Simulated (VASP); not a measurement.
# KCl (I4/mmm) in VASP: a series of runs, part 2 of 2

VASP 6.6.1. The steps go on from the part before.

### Step 3. Single point, PBE (strain -0.0100 x Voigt [0, 0, 1, 0, 0, 0])

INCAR reads:

```
PREC     = Accurate       # precision mode
ENCUT    = 520            # plane-wave cutoff, eV
EDIFF    = 1E-6           # SCF threshold, eV
ISMEAR   = 0              # smearing method
SIGMA    = 0.05           # smearing width, eV
LREAL    = F              # projectors in reciprocal space
LASPH    = T              # aspherical terms in the spheres
NELM     = 60             # most SCF steps
ALGO     = Normal         # electronic algorithm
ISIF     = 2              # what is computed and relaxed
LWAVE    = F              # write WAVECAR
LCHARG   = F              # write CHGCAR
GGA      = PE             # functional
NBANDS   = 15             # bands
```

KPOINTS reads:

```
regular mesh
0
Gamma
  6 6 6
```

POSCAR reads:

```
KCl
1.0
    0.0000000000      3.1561000000      3.1245390000
    3.1561000000      0.0000000000      3.1245390000
    3.1561000000      3.1561000000      0.0000000000
K Cl
1 1
Direct
    0.0000000000      0.0000000000      0.0000000000
    0.5000000000      0.5000000000      0.5000000000
```

Potentials or basis: VASP PAW PBE potentials, release 64 (K_sv, Cl).

Command:

```bash
cat potpaw_PBE.64/K_sv/POTCAR potpaw_PBE.64/Cl/POTCAR > POTCAR
mpirun -np 1 vasp_std > vasp.out
```

OUTCAR:

```text
PREC = Accurate
   ENCUT = 520
   EDIFF = 1E-6
   ISMEAR = 0
   LREAL = F
   LASPH = T
   NELM = 60
   ISIF = 2
   GGA = PE

 ion  position               nearest neighbor table
   1  0.000  0.000  0.000-   2 3.12   2 3.12   2 3.16   2 3.16   2 3.16   2 3.16
   2  0.500  0.500  0.500-   1 3.12   1 3.12   1 3.16   1 3.16   1 3.16   1 3.16

  LATTYP: Found a body centered tetragonal cell.
 ALAT       =     4.4633994242
 C/A-ratio  =     1.4000714267

  Lattice vectors:

 A1 = (   0.0000000000,  -3.1561000000,  -3.1245390000)
 A2 = (   0.0000000000,   3.1561000000,  -3.1245390000)
 A3 = (   3.1561000000,   0.0000000000,   3.1245390000)

Analysis of symmetry for initial positions (statically):
=====================================================================
 Subroutine PRICEL returns:
 Original cell was already a primitive cell.

 Routine SETGRP: Setting up the symmetry group for a
 body centered tetragonal supercell.

 Subroutine GETGRP returns: Found 16 space group operations
 (whereof 16 operations were pure point group operations)
 out of a pool of 16 trial point group operations.

The static configuration has the point symmetry D_4h.

[... 168 lines left out ...]
 k-point     1 :       0.0000    0.0000    0.0000
  band No.  band energies     occupation
      1     -29.0342      2.00000
      2     -13.9574      2.00000
      3     -12.4952      2.00000
      4     -12.4952      2.00000
      5     -12.4948      2.00000
      6      -1.8408      2.00000
      7      -1.8408      2.00000
      8      -1.8340      2.00000
      9       3.3510      0.00000
     10       6.5219      0.00000
     11       6.5219      0.00000
     12       6.5851      0.00000
     13       7.3957      0.00000
     14       7.4445      0.00000
[... 401 lines left out ...]
      2     -13.9410      2.00000
      3     -12.5916      2.00000
      4     -12.5384      2.00000
      5     -12.4774      2.00000
      6      -2.5120      2.00000
      7      -2.1938      2.00000
      8      -2.0847      2.00000
      9       5.1363      0.00000
     10       6.5335      0.00000
     11       8.0452      0.00000
     12       8.6229      0.00000
     13       8.7801      0.00000
     14       9.5159      0.00000
     15      10.0021      0.00000

 [... further k-points ...]
[... 5 lines left out ...]
  --------------------------------------------------------------------------------------
  -------------------------------------------------------------------------------------
  Total        0.2625027      0.2625027      0.4157517      0.0000000      0.0000000      0.0000000
  in kB        6.7565787      6.7565787     10.7010680      0.0000000      0.0000000      0.0000000
  external PRESSURE =       8.0714085 kB  Pullay stress =       0.0000000 kB

 VOLUME and BASIS-vectors are now :
 -----------------------------------------------------------------------------
  energy-cutoff  :      520.00
  volume of cell :       62.25
      direct lattice vectors                 reciprocal lattice vectors
     0.000000000  3.156100000  3.124539000    -0.158423371  0.158423371  0.160023607
     3.156100000  0.000000000  3.124539000     0.158423371 -0.158423371  0.160023607
     3.156100000  3.156100000  0.000000000     0.158423371  0.158423371 -0.160023607

 POSITION                                       TOTAL-FORCE (eV/Angst)
 -----------------------------------------------------------------------------------
      0.00000      0.00000      0.00000         0.000000     -0.000000      0.000000
      3.15610      3.15610      3.12454        -0.000000      0.000000      0.000000
 -----------------------------------------------------------------------------------
    total drift:                                0.000000      0.000000      0.000000

  FREE ENERGIE OF THE ION-ELECTRON SYSTEM (eV)
  ---------------------------------------------------
  free  energy   TOTEN  =        -6.8030880317 eV

  energy  without entropy=       -6.8030880317  energy(sigma->0) =       -6.80308803
```

OSZICAR:

```text
N       E                     dE             d eps       ncg     rms          rms(c)
DAV:   1     0.104483072807E+03    0.10448E+03   -0.69723E+03   900   0.945E+02
DAV:   2    -0.787684596754E+00   -0.10527E+03   -0.96029E+02  1132   0.242E+02
DAV:   3    -0.688307699021E+01   -0.60954E+01   -0.60617E+01  1258   0.514E+01
DAV:   4    -0.709276607571E+01   -0.20969E+00   -0.20964E+00  1381   0.866E+00
DAV:   5    -0.709431544249E+01   -0.15494E-02   -0.15493E-02  1293   0.833E-01    0.333E+00
DAV:   6    -0.680439709093E+01    0.28992E+00   -0.41861E-01  1152   0.327E+00    0.272E+00
DAV:   7    -0.678962768241E+01    0.14769E-01   -0.10462E-01  1215   0.182E+00    0.157E+00
DAV:   8    -0.680178853237E+01   -0.12161E-01   -0.16072E-02  1148   0.952E-01    0.185E-01
DAV:   9    -0.680247876489E+01   -0.69023E-03   -0.92282E-04  1166   0.190E-01    0.984E-02
DAV:  10    -0.680308052257E+01   -0.60176E-03   -0.64631E-04   977   0.158E-01    0.223E-02
DAV:  11    -0.680308469438E+01   -0.41718E-05   -0.24448E-05  1273   0.279E-02    0.532E-03
DAV:  12    -0.680308778149E+01   -0.30871E-05   -0.40462E-06  1004   0.142E-02    0.519E-03
DAV:  13    -0.680308803166E+01   -0.25016E-06   -0.51847E-07   954   0.411E-03
   1 F= -.68030880E+01 E0= -.68030880E+01  d E =-.910690E-12
```

Run time: 83 s. Hardware: 1 thread of AMD EPYC, shared host; peak memory 0.17 GiB.

What came out:

```yaml
Free_energy: -6.8031 eV
Pressure: 0.8 GPa
Band_gap_on_the_k_mesh: 5.18 eV, direct
```

Stress tensor (GPa, compression positive):
```
0.68 0.00 0.00
0.00 0.68 0.00
0.00 0.00 1.07
```

Caveat: the cell differs from its parent crystal (strain -0.0100 x Voigt [0, 0, 1, 0, 0, 0]).

### Step 4. Single point, PBE (strain +0.0300 x Voigt [0, 0, 1, 0, 0, 0])

INCAR reads:

```
SYSTEM = KCl
  PREC = Accurate
  ENCUT = 520
  EDIFF = 1E-6
  ISMEAR = 0
  SIGMA = 0.05
  LREAL = .FALSE.
  LASPH = .TRUE.
  NELM = 60
  ALGO = Normal
  ISIF = 2
  LWAVE = .FALSE.
  LCHARG = .FALSE.
  GGA = PE
  NBANDS = 15
```

KPOINTS reads:

```
regular mesh
0
G
  6 6 6
  0 0 0
```

POSCAR reads:

```
KCl
1.0
    0.0000000000      3.1561000000      3.2507830000
    3.1561000000      0.0000000000      3.2507830000
    3.1561000000      3.1561000000      0.0000000000
K Cl
1 1
Direct
    0.0000000000      0.0000000000      0.0000000000
    0.5000000000      0.5000000000      0.5000000000
```

Command:

```bash
cat potpaw_PBE.64/K_sv/POTCAR potpaw_PBE.64/Cl/POTCAR > POTCAR
mpirun -np 1 vasp_std > vasp.out
```

It took 69 s on 1 thread of AMD EPYC, shared host; peak memory 0.18 GiB.

Results (log left out):

```
Free energy            : -6.8074 eV
Pressure               : 0.1 GPa
Band gap on the k mesh : 5.05 eV, direct
```

Stress tensor (GPa, compression positive):
```
 0.40  0.00  0.00
 0.00  0.40  0.00
 0.00  0.00 -0.46
```

Levels at points of the mesh, in eV from the valence-band top:
```
           k point  band 4  band 5  band 6  band 7  band 8  band 9  band 10  band 11  band 12  band 13
(0.00, 0.00, 0.00)  -10.76  -10.76   -0.01    0.00    0.00    5.05     8.23     8.41     8.41     9.15
(0.50, 0.00, 0.00)  -10.76  -10.53   -0.99   -0.30   -0.30    7.47     8.44    10.37    10.42    11.15
(0.50, 0.50, 0.00)  -10.80  -10.80   -0.66   -0.20   -0.20    6.58     8.15     9.71    10.12    10.46
(0.50, 0.00, 0.50)  -10.81  -10.80   -0.62   -0.23   -0.23    6.54     8.18     9.90    10.18    10.47
```

Caveat: the cell differs from its parent crystal (strain +0.0300 x Voigt [0, 0, 1, 0, 0, 0]).

### Step 5. Overview

| cell | gap on the mesh (eV) | pressure (GPa) |
| --- | --- | --- |
| a = 4.419, b = 4.419, c = 4.463 Å, angles 59.7, 59.7, 60.7°, 2 atoms | 5.21 | 1.0 |
| a = 4.441, b = 4.441, c = 4.463 Å, angles 59.8, 59.8, 60.3°, 2 atoms | 5.18 | 0.8 |
| a = 4.531, b = 4.531, c = 4.463 Å, angles 60.5, 60.5, 59.0°, 2 atoms | 5.05 | 0.1 |

Alike in all rows: task single point; level PBE; potentials or basis VASP PAW PBE potentials, release 64 (K_sv, Cl); no spin polarisation; k mesh 6 × 6 × 6; cutoff (eV) 520; smearing gaussian 0.05 eV.

Absolute energies hang on the potentials; compare differences alone.
